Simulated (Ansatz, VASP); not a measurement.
Te2Pt: VASP beside Ansatz

```xyz
3
Lattice="3.9536 0.0000 0.0000 -1.9768 3.4239 0.0000 0.0000 0.0000 29.3600" Properties=species:S:1:pos:R:3 pbc="T T T"
Te    0.0000    2.2826    6.9666
Te    1.9768    1.1413    9.8134
Pt    0.0000    0.0000    8.3900
```

Alike in both runs: functional revPBE; dispersion D3(BJ); k mesh 12 × 12 × 1; occupations gaussian, width 0.03 eV; no spin polarisation.

Ansatz relaxed the structure, and its values are those at the end. VASP's run is a single point on that final structure, the one shown.

```csv
,VASP,Ansatz
version,VASP 6.6.1,Ansatz 0.2.0
potentials or method,"VASP PAW PBE potentials, release 64 (Te, Pt), cutoff 400 eV","scalar-relativistic, plane waves, PAW"
valence electrons in the cell,22,50
```

```tsv
	VASP	Ansatz	Ansatz less VASP
gap on the k mesh at the Fermi level (eV)	0.61	0.61	+0.003
least direct gap on the mesh (eV)	1.22	1.23	+0.003
rms of the force components (eV/Å)	0.012	0.000	-0.0117
```

VASP's potentials were made for PBE, not for revPBE. VASP's potentials hold 22 valence electrons a cell and Ansatz's 50, so a difference there can come from the potentials and not from the codes. Ansatz's warnings: slab cell height set, structure snapped to symmetry, xc potential rough in thin density.

Spin-orbit coupling is off throughout.
